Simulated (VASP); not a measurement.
# Fe (Fd-3m) in VASP: a series of runs

Fe is run at these levels: BLYP; tasks: single point.

Program: VASP 6.6.1. These are calculated values, not measurements. Logs are shortened: lines on timing, memory, paths and dates and some standing lists are left out, and cuts for length are marked.

## Step 1: The cell of the first run

It takes space group Fd-3m (No. 227, cubic). Conventional cell: a = 4.941 Å, b = 4.941 Å, c = 4.941 Å, α = 90.00°, β = 90.00°, γ = 90.00°. Fe (site symmetry -43m) has 4 Fe at 2.14 Å within 2.8 Å.

## Step 2: Single point, BLYP, collinear spin, antiferromagnetic start

INCAR

```
SYSTEM = Fe
  PREC = Accurate
  ENCUT = 520
  EDIFF = 1E-6
  ISMEAR = -1
  SIGMA = 0.05
  LREAL = .FALSE.
  LASPH = .TRUE.
  NELM = 150
  ALGO = Normal
  ISIF = 2
  LWAVE = .FALSE.
  LCHARG = .FALSE.
  ISPIN = 2
  MAGMOM = 2.5 -2.5
  LORBIT = 11
  LMAXMIX = 4
  GGA = B5
  ALDAX = 1.0
  AGGAX = 1.0
  AGGAC = 1.0
  ALDAC = 0.0
  NBANDS = 19
```

KPOINTS

```
regular mesh
0
G
  12 12 12
  0 0 0
```

POSCAR

```
Fe
1.0
    0.0000000000      2.4704625275      2.4704625275
    2.4704625275      0.0000000000      2.4704625275
    2.4704625275      2.4704625275      0.0000000000
Fe
2
Direct
    0.1250000000      0.1250000000      0.1250000000
    0.8750000000      0.8750000000      0.8750000000
```

Potentials or basis: VASP PAW PBE potentials, release 64 (Fe).

Command:

```sh
$ cat potpaw_PBE.64/Fe/POTCAR > POTCAR
$ mpirun -np 1 vasp_std > vasp.out
```

OUTCAR:

```text
SYSTEM = Fe
   PREC = Accurate
   ENCUT = 520
   EDIFF = 1E-6
   ISMEAR = -1
   LREAL = .FALSE.
   LASPH = .TRUE.
   NELM = 150
   ISIF = 2
   ISPIN = 2
   LORBIT = 11
   GGA = B5

 ion  position               nearest neighbor table
   1  0.125  0.125  0.125-   2 2.14   2 2.14   2 2.14   2 2.14
   2  0.875  0.875  0.875-   1 2.14   1 2.14   1 2.14   1 2.14

  LATTYP: Found a face centered cubic cell.
 ALAT       =     4.9409250550

  Lattice vectors:

 A1 = (   0.0000000000,   2.4704625275,   2.4704625275)
 A2 = (   2.4704625275,   0.0000000000,   2.4704625275)
 A3 = (   2.4704625275,   2.4704625275,   0.0000000000)

Analysis of symmetry for initial positions (statically):
=====================================================================
 Subroutine PRICEL returns:
 Original cell was already a primitive cell.

 Routine SETGRP: Setting up the symmetry group for a
 face centered cubic supercell.

 Subroutine GETGRP returns: Found 48 space group operations
 (whereof 12 operations were pure point group operations)
 out of a pool of 48 trial point group operations.

The static configuration has the point symmetry D_3d.
 The point group associated with its full space group is O_h .

Analysis of symmetry for dynamics (positions and initial velocities):
=====================================================================
 Subroutine PRICEL returns:
 Original cell was already a primitive cell.

 Routine SETGRP: Setting up the symmetry group for a
 face centered cubic supercell.

 Subroutine GETGRP returns: Found 48 space group operations
 (whereof 12 operations were pure point group operations)
 out of a pool of 48 trial point group operations.

The dynamic configuration has the point symmetry D_3d.
 The point group associated with its full space group is O_h .

Analysis of structural, dynamic, and magnetic symmetry:
=====================================================================
 Subroutine PRICEL returns:
 Original cell was already a primitive cell.

 Routine SETGRP: Setting up the symmetry group for a
 face centered cubic supercell.

 Subroutine GETGRP returns: Found 48 space group operations
 (whereof 12 operations were pure point group operations)
 out of a pool of 48 trial point group operations.

The overall configuration has the point symmetry D_3d.
 The point group associated with its full space group is O_h .

 Subroutine INISYM returns: Found 48 space group operations
 (whereof 12 operations are pure point group operations),
 and found     1 'primitive' translations

----------------------------------------------------------------------------------------

                                     Primitive cell

  volume of cell :      30.1554

  direct lattice vectors                    reciprocal lattice vectors
     0.000000000  2.470462528  2.470462528    -0.202391250  0.202391250  0.202391250
     2.470462528  0.000000000  2.470462528     0.202391250 -0.202391250  0.202391250
     2.470462528  2.470462528  0.000000000     0.202391250  0.202391250 -0.202391250

  length of vectors
     3.493761612  3.493761612  3.493761612     0.350551929  0.350551929  0.350551929

  position of ions in fractional coordinates (direct lattice)
     0.125000000  0.125000000  0.125000000
     0.875000000  0.875000000  0.875000000

  ion indices of the primitive-cell ions
   primitive index   ion index
                 1           1
                 2           2

----------------------------------------------------------------------------------------

 KPOINTS: regular mesh

Automatic generation of k-mesh.
 Grid dimensions read from file:
 generate k-points for:   12   12   12

 Generating k-lattice:

  Cartesian coordinates                     Fractional coordinates (reciprocal lattice)
    -0.016865938  0.016865938  0.016865938     0.083333333  0.000000000  0.000000000
     0.016865938 -0.016865938  0.016865938     0.000000000  0.083333333  0.000000000
     0.016865938  0.016865938 -0.016865938     0.000000000  0.000000000  0.083333333

  Length of vectors
     0.029212661  0.029212661  0.029212661

  Shift w.r.t. Gamma in fractional coordinates (k-lattice)
     0.000000000  0.000000000  0.000000000

 Subroutine IBZKPT returns following result:
 ===========================================

 Found     72 irreducible k-points:

 Following reciprocal coordinates:
            Coordinates               Weight
  0.000000  0.000000  0.000000      1.000000
  0.083333  0.000000  0.000000      8.000000
  0.166667  0.000000  0.000000      8.000000
  0.250000  0.000000  0.000000      8.000000
  0.333333  0.000000  0.000000      8.000000
  0.416667  0.000000  0.000000      8.000000
[... 16 lines left out ...]
  0.500000  0.166667  0.000000     24.000000
 -0.416667  0.166667  0.000000     24.000000
 [... further k-points ...]
   k-points           NKPTS =     72   k-points in BZ     NKDIM =     72   number of bands    NBANDS=     19
   number of dos      NEDOS =    301   number of ions     NIONS =      2
   total plane-waves  NPLWV =  21952
   dimension x,y,z NGX =    28 NGY =   28 NGZ =   28
   dimension x,y,z NGXF=    56 NGYF=   56 NGZF=   56
   ions per type =               2
   NGX,Y,Z   is equivalent  to a cutoff of  13.32, 13.32, 13.32 a.u.
   NGXF,Y,Z  is equivalent  to a cutoff of  26.65, 26.65, 26.65 a.u.
 SYSTEM =  Fe
   PREC   = accura    normal or accurate (medium, high low for compatibility)
   ISTART =      0    job   : 0-new  1-cont  2-samecut
   ICHARG =      2    charge: 1-file 2-atom 10-const
   ISPIN  =      2    spin polarized calculation?
   LNONCOLLINEAR =      F non collinear calculations
   LSORBIT =      F    spin-orbit coupling
   LASPH  =      T    aspherical Exc in radial PAW
   ENCUT  =  520.0 eV  38.22 Ry    6.18 a.u.   6.50  6.50  6.50*2*pi/ulx,y,z
   NELM   =    150;   NELMIN=  2; NELMDL= -5     # of ELM steps
   EDIFF  = 0.1E-05   stopping-criterion for ELM
   LREAL  =      F    real-space projection
   EDIFFG = 0.1E-04   stopping-criterion for IOM
   NSW    =      0    number of steps for IOM
   IBRION =     -1    ionic relax: 0-MD 1-quasi-New 2-CG
   NFREE  =      0    steps in history (QN), initial steepest desc. (CG)
   ISIF   =      2    stress and relaxation
   ISYM   =      2    0-nonsym 1-usesym 2-fastsym
   POTIM  = 0.5000    time-step for ionic-motion
   TEBEG  =    0.0;   TEEND  =   0.0 temperature during run
   PSTRESS=    0.0 pullay stress
   NELECT =      16.0000    total number of electrons
   NUPDOWN=      -1.0000    fix difference up-down
   EMIN   =  10.00;   EMAX   =-10.00  energy-range for DOS
   EFERMI =   0.00;   METHOD = LEGACY
   ISMEAR =    -1;   SIGMA  =   0.05  broadening in eV -4-tet -1-fermi 0-gaus
   EFERMI_NEDOS =   21; number of points for ismear=-14 and -15
   IALGO  =     38    algorithm
   IMIX   =      4    mixing-type and parameters
     AMIX     =   0.40;   BMIX     =  1.00
     AMIX_MAG =   1.60;   BMIX_MAG =  1.00
  volume/ion in A,a.u.               =      15.08       101.75
  Fermi-wavevector in a.u.,A,eV,Ry     =   1.325338  2.504525 23.898906  1.756520
  Thomas-Fermi vector in A             =   2.454806
   LORBIT       =     11    0 simple, 1 ext, 2 COOP (PROOUT), +10 PAW based schemes
   GGA     = B5    functional components
   LHFCALC =     F    Hartree Fock is set to
   AEXX    =    0.0000 exact exchange contribution
   IVDW    =     0    specifies the selected vdW correction
   LEPSILON=     F    determine dielectric tensor
   LRPA    =     F    only Hartree local field effects (RPA)
 spin polarized calculation
  energy-cutoff  :      520.00
  volume of cell :       30.16
 maximum number of plane-waves:       869
 NGX is ok and might be reduce to    28
   NGX = 13   NGY = 13   NGZ = 13

 number of electron      15.9999991 magnetization       0.0000000

 number of electron      15.9999991 magnetization      -0.0000000

 Free energy of the ion-electron system (eV)
  ---------------------------------------------------
  ext. energy  EPLUGINS =         0.00000000
  ---------------------------------------------------
  free energy    TOTEN  =       -12.53698444 eV

  energy without entropy =      -12.51443842  energy(sigma->0) =      -12.52571143

 E-fermi :   3.7264     XC(G=0): -10.6561

 val. band max:        3.7070590907   @ k =   0.3333   0.0833   0.0000
 cond. band min:       3.7272966514   @ k =   0.4167   0.3333   0.0000
 fundamental gap:      0.0202375607
 Fermi energy:         3.7263620700

 spin component 1

 k-point     1 :       0.0000    0.0000    0.0000
  band No.  band energies     occupation
      1      -2.5853      1.00000
      2       1.1312      1.00000
      3       1.1312      1.00000
      4       1.4056      1.00000
      5       1.4056      1.00000
      6       1.4056      1.00000
[... 11 lines left out ...]
     18      19.7115      0.00000
     19      20.6753      0.00000
[... 485 lines left out ...]
 k-point    24 :      -0.4167    0.1667    0.0000
  band No.  band energies     occupation
      1       0.5436      1.00000
      2       0.9642      1.00000
      3       1.0804      1.00000
      4       1.2869      1.00000
      5       1.8490      1.00000
      6       1.9024      1.00000
[... 11 lines left out ...]
     18      23.4635      0.00000
     19      24.6193      0.00000

 [... further k-points ...]

 spin component 2

 k-point     1 :       0.0000    0.0000    0.0000
  band No.  band energies     occupation
      1      -2.5853      1.00000
      2       1.1312      1.00000
      3       1.1312      1.00000
      4       1.4056      1.00000
      5       1.4056      1.00000
      6       1.4056      1.00000
[... 11 lines left out ...]
     18      19.7115      0.00000
     19      20.6753      0.00000
[... 485 lines left out ...]
 k-point    24 :      -0.4167    0.1667    0.0000
  band No.  band energies     occupation
      1       0.5436      1.00000
      2       0.9642      1.00000
      3       1.0804      1.00000
      4       1.2869      1.00000
      5       1.8490      1.00000
      6       1.9024      1.00000
[... 11 lines left out ...]
     18      23.4635      0.00000
     19      24.6185      0.00000

 [... further k-points ...]
[... 5 lines left out ...]
  --------------------------------------------------------------------------------------
  -------------------------------------------------------------------------------------
  Total       -0.1650202     -0.1650202     -0.1650202      0.0000000     -0.0000000     -0.0000000
  in kB       -8.7676434     -8.7676434     -8.7676434      0.0000000     -0.0000000     -0.0000000
  external PRESSURE =      -8.7676434 kB  Pullay stress =       0.0000000 kB

 VOLUME and BASIS-vectors are now :
 -----------------------------------------------------------------------------
  energy-cutoff  :      520.00
  volume of cell :       30.16
      direct lattice vectors                 reciprocal lattice vectors
     0.000000000  2.470462528  2.470462528    -0.202391250  0.202391250  0.202391250
     2.470462528  0.000000000  2.470462528     0.202391250 -0.202391250  0.202391250
     2.470462528  2.470462528  0.000000000     0.202391250  0.202391250 -0.202391250

 POSITION                                       TOTAL-FORCE (eV/Angst)
 -----------------------------------------------------------------------------------
      0.61762      0.61762      0.61762         0.000000      0.000000      0.000000
      4.32331      4.32331      4.32331        -0.000000     -0.000000     -0.000000
 -----------------------------------------------------------------------------------
    total drift:                                0.000000     -0.000000     -0.000000

  FREE ENERGIE OF THE ION-ELECTRON SYSTEM (eV)
  ---------------------------------------------------
  free  energy   TOTEN  =       -12.5369844357 eV

  energy  without entropy=      -12.5144384241  energy(sigma->0) =      -12.52571143

 total charge

# of ion       s       p       d       tot
------------------------------------------
    1        0.571   0.404   6.466   7.440
    2        0.571   0.404   6.466   7.440
--------------------------------------------------
tot          1.142   0.807  12.932  14.881

 magnetization (x)

# of ion       s       p       d       tot
------------------------------------------
    1        0.000   0.000   0.000   0.000
    2       -0.000  -0.000  -0.000  -0.000
--------------------------------------------------
tot          0.000   0.000   0.000   0.000
```

It took 2.6 min on 1 thread of Intel Xeon Platinum 8259CL at 2.50GHz (Skylake/Cascade Lake), shared host; peak memory 0.21 GiB.

What came out:

```yaml
Free_energy: -12.5370 eV
Pressure: -0.9 GPa
Band_gap_on_the_k_mesh: zero (filled and empty bands overlap)
Net_moment: 0.00 μB per cell
Valence_electrons_inside_the_program's_atomic_spheres: Fe 7.44
```

Caveat: the starting moments collapsed, and a magnetic state may lie lower; the PAW data sets were made with another functional, which shifts forces and pressure a little.

(Continued in part 2 of 2.)
